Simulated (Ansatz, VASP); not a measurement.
**Two plane-wave programs on AlN**

File INCAR:

```
PREC = Accurate
ENCUT = 520
EDIFF = 1E-6
ISMEAR = 0
SIGMA = 0.05
LREAL = False
LASPH = True
NELM = 80
ALGO = Normal
ISIF = 2
LWAVE = False
LCHARG = False
GGA = PS
NBANDS = 11
```

File KPOINTS:

```
regular mesh
0
Gamma
  10 10 10
```

The input POSCAR:

```
AlN
1.0
    0.1566512389      1.9895440499      1.9895440499
    1.9895440499      0.1566512389      1.9895440499
    1.9895440499      1.9895440499      0.1566512389
Al N
1 1
Direct
    0.5000000000      0.5000000000      0.5000000000
    0.0000000000      0.0000000000      0.0000000000
```

Input for Ansatz:

```yaml
crystal:
  lattice:
    - [0.1566512389, 1.9895440499, 1.9895440499]
    - [1.9895440499, 0.1566512389, 1.9895440499]
    - [1.9895440499, 1.9895440499, 0.1566512389]
  atoms:
    - { symbol: Al, position: [0.5, 0.5, 0.5] }
    - { symbol: "N", position: [0.0, 0.0, 0.0] }
basis:
  ecutwfc: 520.0
kpoints:
  mp_grid: { grid: [10, 10, 10] }
hamiltonian:
  xc: pbesol
  pseudopotentials: { kind: paw, azcp: { folder: soft_1 } }
scf:
  occupations: { method: gaussian, width: 0.05 }
output:
  forces: true
  stress: true
  eigenvalues: true
```

Alike in both runs: task single point; functional PBEsol; k mesh 10 × 10 × 10; occupations gaussian, width 0.05 eV; no spin polarisation.

```csv
,VASP,Ansatz
version,VASP 6.6.1,Ansatz 0.2.0
potentials or method,"VASP PAW PBE potentials, release 64 (Al, N), cutoff 520 eV","scalar-relativistic, plane waves, PAW"
valence electrons in the cell,8,8
```

```csv
,VASP,Ansatz,Ansatz less VASP
gap on the k mesh at the Fermi level (eV),3.20,3.21,+0.003
least direct gap on the mesh (eV),5.86,5.84,-0.026
```

VASP's potentials were made for PBE, not for PBEsol, and Ansatz warns of the same on its side.
